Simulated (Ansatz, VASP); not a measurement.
# CaGeF4 in VASP and in Ansatz

The input INCAR:

```
SYSTEM = CaGeF4
  PREC = Accurate
  ENCUT = 600
  EDIFF = 1E-6
  ISMEAR = 0
  SIGMA = 0.02
  LREAL = .False.
  LASPH = .True.
  NELM = 60
  ALGO = Normal
  ISIF = 3
  LWAVE = .False.
  LCHARG = .False.
  GGA = PE
  IBRION = 2
  NSW = 100
  EDIFFG = -0.01
  KPAR = 4
```

Contents of KPOINTS:

```
Automatic mesh
0
Gamma
  8 8 8
  0 0 0
```

File POSCAR:

```
CaGeF4
1.0
   -2.0428266455      3.4942042096      5.3705590775
    2.0428266455     -3.4942042096      5.3705590775
    2.0428266455      3.4942042096     -5.3705590775
Ca Ge F
1 1 4
Direct
    0.5000000000      0.5000000000      0.0000000000
    0.0000000000      0.0000000000      0.0000000000
    0.1657620520      0.5000000000      0.6657620520
    0.8342379480      0.5000000000      0.3342379480
    0.3303441139      0.0000000000      0.3303441139
    0.6696558861      0.0000000000      0.6696558861
```

Input for Ansatz:

```yaml
crystal:
  lattice:
    - [-2.0428266455, 3.4942042096, 5.3705590775]
    - [2.0428266455, -3.4942042096, 5.3705590775]
    - [2.0428266455, 3.4942042096, -5.3705590775]
  atoms:
    - { symbol: Ca, position: [0.5, 0.5, 0.0] }
    - { symbol: Ge, position: [0.0, 0.0, 0.0] }
    - { symbol: F, position: [0.165762052, 0.5, 0.665762052] }
    - { symbol: F, position: [0.834237948, 0.5, 0.334237948] }
    - { symbol: F, position: [0.3303441139, 0.0, 0.3303441139] }
    - { symbol: F, position: [0.6696558861, 0.0, 0.6696558861] }
basis:
  ecutwfc: 420
kpoints:
  mp_grid: { grid: [8, 8, 8] }
hamiltonian:
  xc: pbe
scf:
  occupations: { method: gaussian, width: 0.02 }
output:
  forces: true
  stress: true
  eigenvalues: true
  write_density: true
  write_potential: true
  elf: true
  volumetric_format: npy
relax:
  adjacent_minimum: "off"
  f_tol: 0.01
  max_steps: 80
  cell: { stress_tol: 0.05 }
```

Alike in both runs: task relaxation of cell and atoms; functional PBE; k mesh 8 × 8 × 8; occupations gaussian, width 0.02 eV; no spin polarisation.

|  | VASP | Ansatz |
| --- | --- | --- |
| version | VASP 6.6.1 | Ansatz 0.2.0 |
| potentials or method | VASP PAW PBE potentials, release 64 (Ca_sv, Ge_d, F), cutoff 600 eV | scalar-relativistic, plane waves, PAW |
| valence electrons in the cell | 52 | 52 |

|  | VASP | Ansatz | Ansatz less VASP |
| --- | --- | --- | --- |
| gap on the k mesh at the Fermi level, each at its own relaxed structure (eV) | 2.31 | 2.41 | +0.099 |
| relaxed volume (Å³/atom) | 22.85 | 25.56 | +2.708 |
| relaxed length of the cell vector where the two differ most in proportion (Å) | 6.284 | 6.725 | +0.4411 |

One of these differences is far larger than is usual between the two programs; its cause wasn't traced. Ansatz's warnings: xc potential rough in thin density.
